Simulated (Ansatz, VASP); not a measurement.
# Pb in VASP and in Ansatz

```
Pb
1.0
     0.00000    3.61909    3.61909
     3.61909    0.00000    3.61909
     3.61909    3.61909    0.00000
Pb
2
Direct
  0.12500 0.12500 0.12500
  0.87500 0.87500 0.87500
```

Alike in both runs: task single point; functional BLYP; k mesh 9 × 9 × 9; occupations fermi-dirac, width 0.1 eV; no spin polarisation.

|  | VASP | Ansatz |
| --- | --- | --- |
| version | VASP 6.6.1 | Ansatz 0.2.0 |
| potentials or method | VASP PAW PBE potentials, release 64 (Pb_d), cutoff 520 eV | plane waves (420 eV) with PAW, scalar-relativistic |
| valence electrons in the cell | 28 | 28 |

|  | VASP | Ansatz | Ansatz less VASP |
| --- | --- | --- | --- |
| pressure (GPa) | 0.0 | 0.0 | -0.01 |

VASP's potentials were made for PBE, not for BLYP.

Spin-orbit coupling is off throughout.
